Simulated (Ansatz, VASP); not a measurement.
# One calculation of BN, two programs

The input POSCAR:

```
BN
1.0
    0.0000000000      1.8048137558      1.8048137558
    1.8048137558      0.0000000000      1.8048137558
    1.8048137558      1.8048137558      0.0000000000
B N
1 1
Direct
    0.0519444179      0.0519444179     -0.0519444179
    0.7500000000      0.7500000000      0.7500000000
```

The input INCAR.step1:

```
SYSTEM = BN
  PREC = Accurate
  ENCUT = 520
  ISMEAR = 0
  SIGMA = 0.05
  LREAL = .FALSE.
  LASPH = .TRUE.
  NELM = 100
  NBANDS = 11
  GGA = PE
  ALGO = Normal
  EDIFF = 1E-4
  LWAVE = .TRUE.
  LCHARG = .FALSE.
```

File INCAR.step2:

```
SYSTEM = BN
  PREC = Accurate
  ENCUT = 520
  EDIFF = 1E-6
  ISMEAR = 0
  SIGMA = 0.05
  LREAL = .FALSE.
  LASPH = .TRUE.
  NELM = 100
  ALGO = Normal
  ISIF = 2
  LWAVE = .FALSE.
  LCHARG = .FALSE.
  METAGGA = R2SCAN
  LMIXTAU = .TRUE.
  NBANDS = 11
  ISTART = 1
```

File KPOINTS:

```
Automatic mesh
0
G
  12 12 12
  0 0 0
```

Input for Ansatz:

```yaml
crystal:
  lattice:
    - [0.0, 1.8048137558, 1.8048137558]
    - [1.8048137558, 0.0, 1.8048137558]
    - [1.8048137558, 1.8048137558, 0.0]
  atoms:
    - { symbol: B, position: [0.0519444179, 0.0519444179, -0.0519444179] }
    - { symbol: "N", position: [0.75, 0.75, 0.75] }
basis:
  ecutwfc: 500
kpoints:
  mp_grid: { grid: [12, 12, 12] }
hamiltonian:
  xc: r2scan
scf:
  occupations: { method: gaussian, width: 0.05 }
output:
  forces: true
  stress: true
  eigenvalues: true
```

Change from the starting cell: all B atoms moved +0.188 Å, as atom 1 along Cartesian [0 0 1].

Alike in both runs: task single point; functional r2SCAN; k mesh 12 × 12 × 12; occupations gaussian, width 0.05 eV; no spin polarisation.

|  | VASP | Ansatz |
| --- | --- | --- |
| version | VASP 6.6.1 | Ansatz 0.2.0 |
| potentials or method | VASP PAW PBE potentials, release 64 (B, N), cutoff 520 eV | scalar-relativistic, plane waves, PAW |
| valence electrons in the cell | 8 | 8 |

|  | VASP | Ansatz | Ansatz less VASP |
| --- | --- | --- | --- |
| gap on the k mesh at the Fermi level (eV) | 3.34 | 3.35 | +0.007 |
| least direct gap on the mesh (eV) | 7.76 | 7.75 | -0.011 |
| pressure (GPa) | 11.3 | 10.3 | -0.94 |
| traceless stress, the component that is largest in VASP (GPa) | -3.03 | -2.53 | +0.494 |
| rms of the force components (eV/Å) | 2.451 | 2.451 | -0.0004 |

VASP's potentials were made for PBE, not for r2SCAN. Atom by atom the forces differ by 0.000 eV/Å (rms over components).
